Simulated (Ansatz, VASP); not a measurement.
Two plane-wave programs on Au3Br

INCAR

```
  ALGO = Normal
  EDIFF = 1E-7
  ENCUT = 520
  GGA = PE
  ISIF = 2
  ISMEAR = 0
  LASPH = T
  LCHARG = F
  LREAL = F
  LWAVE = F
  NBANDS = 50
  NELM = 80
  PREC = Accurate
  SIGMA = 0.1
```

File KPOINTS:

```
k-points
0
Gamma
  3 3 4
```

The input POSCAR:

```
Au3Br
1.0
    6.2808752552      0.0000000000      0.0000000000
   -3.1404376276      5.4393975290      0.0000000000
    0.0000000000      0.0000000000      5.0413714831
Au Br
6 2
Direct
    0.8330000000      0.6660000000      0.2500000000
    0.1670000000      0.8330000000      0.7500000000
    0.3340000000      0.1670000000      0.2500000000
    0.1670000000      0.3340000000      0.7500000000
    0.8330000000      0.1670000000      0.2500000000
    0.6660000000      0.8330000000      0.7500000000
    0.3333333333      0.6666666667      0.2500000000
    0.6666666667      0.3333333333      0.7500000000
```

Input for Ansatz:

```yaml
crystal:
  lattice:
    - [6.2808752552, 0.0, 0.0]
    - [-3.1404376276, 5.439397529, 0.0]
    - [0.0, 0.0, 5.0413714831]
  atoms:
    - { symbol: Au, position: [0.833, 0.666, 0.25] }
    - { symbol: Au, position: [0.167, 0.833, 0.75] }
    - { symbol: Au, position: [0.334, 0.167, 0.25] }
    - { symbol: Au, position: [0.167, 0.334, 0.75] }
    - { symbol: Au, position: [0.833, 0.167, 0.25] }
    - { symbol: Au, position: [0.666, 0.833, 0.75] }
    - { symbol: Br, position: [0.3333333333, 0.6666666667, 0.25] }
    - { symbol: Br, position: [0.6666666667, 0.3333333333, 0.75] }
basis:
  ecutwfc: 420
kpoints:
  mp_grid: { grid: [3, 3, 4] }
hamiltonian:
  xc: pbe
scf:
  occupations: { method: gaussian, width: 0.1 }
  lower_state_search: "off"
output:
  forces: true
  stress: true
  eigenvalues: true
```

Alike in both runs: task single point; functional PBE; k mesh 3 × 3 × 4; occupations gaussian, width 0.1 eV; no spin polarisation.

|  | VASP | Ansatz |
| --- | --- | --- |
| version | VASP 6.6.1 | Ansatz 0.2.0 |
| potentials or method | VASP PAW PBE potentials, release 64 (Au, Br), cutoff 520 eV | scalar-relativistic, plane waves, PAW |
| valence electrons in the cell | 80 | 128 |

```csv
,VASP,Ansatz,Ansatz less VASP
gap on the k mesh at the Fermi level (eV),none,none,-
pressure (GPa),-5.3,-5.3,+0.08
"traceless stress, the component that is largest in VASP (GPa)",-1.02,-1.02,-0.001
rms of the force components (eV/Å),0.302,0.301,-0.0004
```

Atom by atom the forces differ by 0.000 eV/Å (rms over components). A gap of «none» marks a metal or a gap that the smearing closes. VASP's potentials hold 80 valence electrons a cell and Ansatz's 128, so a difference there can come from the potentials and not from the codes.

The k mesh is coarse, so the values compare programs but aren't converged. Neither program's run includes spin-orbit coupling.
